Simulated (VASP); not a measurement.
Zr:

```
Zr
1.0
    -1.79785    1.79785    1.79785
     1.79785   -1.79785    1.79785
     1.79785    1.79785   -1.79785
Zr
1
Direct
  0.00000 0.00000 0.00000
```

Base run:

| Property | Result |
| --- | --- |
| Program | VASP 6.6.1 |
| Functional | PBE |
| Potentials or basis | VASP PAW PBE potentials, release 64 (Zr_sv) |
| Cutoff | 500 eV |
| k mesh | 10 × 10 × 10 |
| Occupations | fermi-dirac, width 0.05 eV |
| Spin | no spin polarisation |

Its results: band gap on the k mesh zero (band 6 reaches 9.86 eV, above the bottom of band 7 at 8.07 eV); pressure -1.8 GPa.

Task: After a change of settings the same cell gave: band gap on the k mesh zero (band 6 reaches 9.72 eV, above the bottom of band 7 at 7.94 eV); pressure -5.6 GPa. Which change was it?
A. functional from PBE to PBE0; cutoff from 500 eV to 400 eV; k mesh from 10 × 10 × 10 to 6 × 6 × 6
B. functional from PBE to RPBE
C. functional from PBE to HSE06; cutoff from 500 eV to 400 eV; k mesh from 10 × 10 × 10 to 6 × 6 × 6
D. functional from PBE to PBEsol; cutoff from 500 eV to 520 eV

Result: D.

PBEsol binds more tightly than PBE, so the same cell stands under less pressure.

Caveats: the PAW data sets were made with another functional, which shifts forces and pressure a little (some runs).
